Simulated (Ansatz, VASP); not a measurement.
Two plane-wave programs on Li2Se

The input POSCAR:

```
Li2Se
1.0
    0.0000000000      2.9323507214      2.9323507214
    2.9323507214      0.0000000000      2.9323507214
    2.9323507214      2.9323507214      0.0000000000
Li Se
2 1
Direct
    0.2500000000      0.2500000000      0.2500000000
    0.7500000000      0.7500000000      0.7500000000
    0.0000000000      0.0000000000      0.0000000000
```

Contents of INCAR.step1:

```
SYSTEM = Li2Se
PREC     = Accurate       ! precision mode
ENCUT    = 830            ! plane-wave cutoff, eV
ISMEAR   = 0              ! smearing method
SIGMA    = 0.01           ! smearing width, eV
LREAL    = .False.        ! projectors in reciprocal space
LASPH    = .True.         ! aspherical terms in the spheres
NELM     = 120            ! most SCF steps
NBANDS   = 13             ! bands
GGA      = PE             ! functional
ALGO     = Normal         ! electronic algorithm
EDIFF    = 1E-5           ! SCF threshold, eV
LWAVE    = .True.         ! write WAVECAR
LCHARG   = .False.        ! write CHGCAR
GGA_COMPAT= .False.
```

The input INCAR.step2:

```
SYSTEM = Li2Se
PREC     = Accurate       ! precision mode
ENCUT    = 830            ! plane-wave cutoff, eV
EDIFF    = 1E-6           ! SCF threshold, eV
ISMEAR   = 0              ! smearing method
SIGMA    = 0.01           ! smearing width, eV
LREAL    = .False.        ! projectors in reciprocal space
LASPH    = .True.         ! aspherical terms in the spheres
NELM     = 120            ! most SCF steps
ALGO     = Normal         ! electronic algorithm
ISIF     = 2              ! what is computed and relaxed
LWAVE    = .False.        ! write WAVECAR
LCHARG   = .False.        ! write CHGCAR
METAGGA  = R2SCAN         ! meta-GGA
LMIXTAU  = .True.       
NBANDS   = 13             ! bands
ISTART   = 1            
GGA_COMPAT= .False.
```

KPOINTS

```
regular mesh
0
Gamma
  6 6 6
  0 0 0
```

Input for Ansatz:

```yaml
crystal:
  lattice:
    - [0.0, 2.9323507214, 2.9323507214]
    - [2.9323507214, 0.0, 2.9323507214]
    - [2.9323507214, 2.9323507214, 0.0]
  atoms:
    - { symbol: Li, position: [0.25, 0.25, 0.25] }
    - { symbol: Li, position: [0.75, 0.75, 0.75] }
    - { symbol: Se, position: [0.0, 0.0, 0.0] }
kpoints:
  mp_grid: { grid: [6, 6, 6] }
hamiltonian:
  xc: r2scan
scf:
  occupations: { method: fixed }
  n_extra_bands: 4
output:
  forces: true
  stress: true
  eigenvalues: true
```

Alike in both runs: task single point; functional r2SCAN; k mesh 6 × 6 × 6; no spin polarisation.

|  | VASP | Ansatz |
| --- | --- | --- |
| version | VASP 6.6.1 | Ansatz 0.2.0 |
| potentials or method | VASP PAW PBE potentials, release 64 (Li_sv, Se) | plane waves, PAW |
| plane-wave cutoff (eV) | 830 | 500 |
| occupations | gaussian, width 0.01 eV | fixed |
| valence electrons in the cell | 12 | 22 |

```tsv
	VASP	Ansatz	Ansatz less VASP
gap on the k mesh at the Fermi level (eV)	3.41	3.43	+0.021
pressure (GPa)	2.3	2.4	+0.16
```

VASP's potentials were made for PBE, not for r2SCAN. VASP's potentials hold 12 valence electrons a cell and Ansatz's 22, so a difference there can come from the potentials and not from the codes.
